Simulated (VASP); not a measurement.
Crystal: AlGa3Sb4.

```
CELL_PARAMETERS angstrom
5.73373 0.00000 0.00000
0.00000 5.73373 0.00000
0.00000 0.00000 5.73373
ATOMIC_POSITIONS crystal
Al 0.00000 0.00000 0.00000
Ga 0.50000 0.50000 0.00000
Ga 0.50000 0.00000 0.50000
Ga 0.00000 0.50000 0.50000
Sb 0.75571 0.75571 0.24429
Sb 0.75571 0.24429 0.75571
Sb 0.24429 0.75571 0.75571
Sb 0.24429 0.24429 0.24429
```

```yaml
Program: VASP 6.6.1
Task: relaxation of cell and atoms
Functional: PBE
Potentials_or_basis: VASP PAW PBE potentials, release 64 (Al, Ga_d, Sb)
Cutoff: 600 eV
k_mesh: 4 × 4 × 4
Occupations: gaussian, width 0.1 eV
Spin: no spin polarisation
```

At the start: pressure 20.0 GPa; volume 23.56 Å³/atom.

Q: Where does the relaxation end?

A: Over 6 steps the energy falls by 339.0 meV/atom and the volume is 30.19 Å³/atom (+28.1 %); space group P-43m (No. 215, to 0.1 Å) before and after.

The path:
```
step  energy change (eV)  largest force (eV/Å)  pressure (GPa)  volume (Å³)
   1              0.0000                1.1680           20.02       188.50
   2             -2.0159                0.0349           -4.86       280.78
   3             -2.7000                0.2479           -0.03       241.25
   4             -2.6997                0.2375           -0.22       242.40
   5             -2.7082                0.1231           -0.17       241.99
   6             -2.7116                0.0011           -0.10       241.55
```

Final structure:
```cif
data_structure
_symmetry_space_group_name_H-M 'P 1'
_symmetry_Int_Tables_number 1
_cell_length_a 6.2278
_cell_length_b 6.2278
_cell_length_c 6.2278
_cell_angle_alpha 90.000
_cell_angle_beta 90.000
_cell_angle_gamma 90.000
_cell_volume 241.55
loop_
_atom_site_label
_atom_site_type_symbol
_atom_site_fract_x
_atom_site_fract_y
_atom_site_fract_z
_atom_site_occupancy
Al1 Al 0.00000 0.00000 0.00000 1
Ga1 Ga 0.50000 0.50000 0.00000 1
Ga2 Ga 0.50000 0.00000 0.50000 1
Ga3 Ga 0.00000 0.50000 0.50000 1
Sb1 Sb 0.74981 0.74981 0.25019 1
Sb2 Sb 0.74981 0.25019 0.74981 1
Sb3 Sb 0.25019 0.74981 0.74981 1
Sb4 Sb 0.25019 0.25019 0.25019 1
```

Caveat: the volume moved by over 15 % at a fixed basis, so the end points are rough.
